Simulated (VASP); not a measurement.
A run of VASP 6.6.1 is set up as follows.

INCAR

```
ALGO = Normal
EDIFF = 1E-6
ENCUT = 520
GGA = PE
ISIF = 2
ISMEAR = 0
LASPH = T
LCHARG = F
LREAL = F
LWAVE = F
NBANDS = 18
NELM = 80
PREC = Accurate
SIGMA = 0.05
```

KPOINTS

```
k-points
0
Gamma
  8 8 8
```

POSCAR

```
HfO2
1.0
    0.0000000000      2.3656875000      2.5575000000
    2.7493125000      0.0000000000      2.5575000000
    2.7493125000      2.3656875000      0.0000000000
Hf O
1 2
Direct
    0.0000000000      0.0000000000      0.0000000000
    0.2500000000      0.2500000000      0.2500000000
    0.7500000000      0.7500000000      0.7500000000
```

Potentials or basis: VASP PAW PBE potentials, release 64 (Hf_pv, O).

The run is started by

```console
$ cat potpaw_PBE.64/Hf_pv/POTCAR potpaw_PBE.64/O/POTCAR > POTCAR
$ mpirun -np 1 vasp_std > vasp.out
```

Problem. What does it give for the band gap on the k mesh?

Solution. 1.74 eV, indirect (least direct gap 2.19 eV).

Problem. What does it give for the pressure?

Solution. -3.9 GPa.

Stress tensor (GPa, compression positive):
```
-38.66   0.00   0.00
  0.00  31.21   0.00
  0.00   0.00  -4.10
```

Caveat: the cell differs from its parent crystal (strain +0.0750 x Voigt [1, -1, 0, 0, 0, 0]); spin-orbit coupling is left out, which moves the levels of the heavy elements. A k mesh can miss the band edges.
